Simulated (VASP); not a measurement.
A run of VASP 6.6.1 is set up as follows.

POSCAR

```
N
1.0
    2.5641627292      0.0000000000      0.0000000000
   -1.2820813646      2.2206300629      0.0000000000
    0.0000000000      0.0000000000      2.4406973231
N
2
Direct
    0.6666666667      0.3333333333      0.2500000000
    0.3333333333      0.6666666667      0.7500000000
```

The input INCAR.step1:

```
  PREC = Accurate
  ENCUT = 520
  ISMEAR = 0
  SIGMA = 0.1
  LREAL = F
  LASPH = T
  NELM = 100
  NBANDS = 12
  GGA = PE
  ALGO = Normal
  EDIFF = 1E-4
  LWAVE = T
  LCHARG = F
```

File INCAR.step2:

```
  PREC = Accurate
  ENCUT = 520
  EDIFF = 1E-7
  ISMEAR = 0
  SIGMA = 0.1
  LREAL = F
  LASPH = T
  NELM = 100
  ALGO = Normal
  ISIF = 2
  LWAVE = F
  LCHARG = T
  METAGGA = R2SCAN
  LMIXTAU = T
  LELF = T
  LVHAR = T
  NBANDS = 12
  ISTART = 1
```

File KPOINTS:

```
Automatic mesh
0
Gamma
  18 18 18
```

Potentials or basis: VASP PAW PBE potentials, release 64 (N).

The run is started by

```console
$ cat potpaw_PBE.64/N/POTCAR > POTCAR
$ cp INCAR.step1 INCAR
$ mpirun -np 1 vasp_std > vasp.out
$ cp INCAR.step2 INCAR
$ mpirun -np 1 vasp_std > vasp.out
```

(1) What does it give for the band gap on the k mesh?

(2) What does it give for the pressure?

## Answers

(1) zero (band 5 reaches 7.51 eV, above the bottom of band 6 at 2.70 eV).

(2) -0.1 GPa.

Caveat: the PAW data sets were made with another functional, which shifts forces and pressure a little.
